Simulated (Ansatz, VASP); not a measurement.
Ga3B2As: VASP beside Ansatz

```
Ga B As
1.0
     3.30619    0.00000    0.00000
     0.00000    3.30619    0.00000
     0.00000    0.00000   10.46911
Ga B As
3 2 1
Cartesian
  1.6531 1.6531 1.8710
  1.6531 1.6531 5.2346
  1.6531 1.6531 8.5981
  0.0000 0.0000 3.4908
  0.0000 0.0000 6.9783
  0.0000 0.0000 0.0000
```

Change from the starting cell: species swapped into the Pr3MgAl2 type (P4/mmm, No. 123).

Alike in both runs: task single point; functional PBE; k mesh 6 × 6 × 2; occupations gaussian, width 0.1 eV; no spin polarisation.

```csv
,VASP,Ansatz
version,VASP 6.6.1,Ansatz 0.2.0
potentials or method,"VASP PAW PBE potentials, release 64 (Ga_d, B, As), cutoff 520 eV","scalar-relativistic, plane waves, PAW"
valence electrons in the cell,50,60
```

```tsv
	VASP	Ansatz	Ansatz less VASP
gap on the k mesh at the Fermi level (eV)	none	none	-
pressure (GPa)	-10.5	-10.6	-0.03
traceless stress, the component that is largest in VASP (GPa)	-0.96	-0.95	+0.006
rms of the force components (eV/Å)	0.222	0.220	-0.0012
```

Atom by atom the forces differ by 0.001 eV/Å (rms over components). A gap of «none» marks a metal or a gap that the smearing closes. VASP's potentials hold 50 valence electrons a cell and Ansatz's 60, so a difference there can come from the potentials and not from the codes.
